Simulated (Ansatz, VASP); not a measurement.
**Pd in VASP and in Ansatz**

```
CELL_PARAMETERS angstrom
0.00000 1.97141 1.97141
1.97141 0.00000 1.97141
1.97141 1.97141 0.00000
ATOMIC_POSITIONS crystal
Pd 0.00000 0.00000 0.00000
```

Alike in both runs: functional PBE; k mesh 24 × 24 × 24; occupations gaussian, width 0.1 eV; no spin polarisation.

Ansatz relaxed the structure, and its values are those at the end. VASP's run is a single point on that final structure, the one shown.

```csv
,VASP,Ansatz
version,VASP 6.6.1,Ansatz 0.2.0
potentials or method,"VASP PAW PBE potentials, release 64 (Pd), cutoff 520 eV","scalar-relativistic, plane waves, PAW"
valence electrons in the cell,10,18
```

```csv
,VASP,Ansatz,Ansatz less VASP
gap on the k mesh at the Fermi level (eV),none,none,-
pressure (GPa),-0.3,0.0,+0.28
```

A gap of «none» marks a metal or a gap that the smearing closes. VASP's potentials hold 10 valence electrons a cell and Ansatz's 18, so a difference there can come from the potentials and not from the codes.
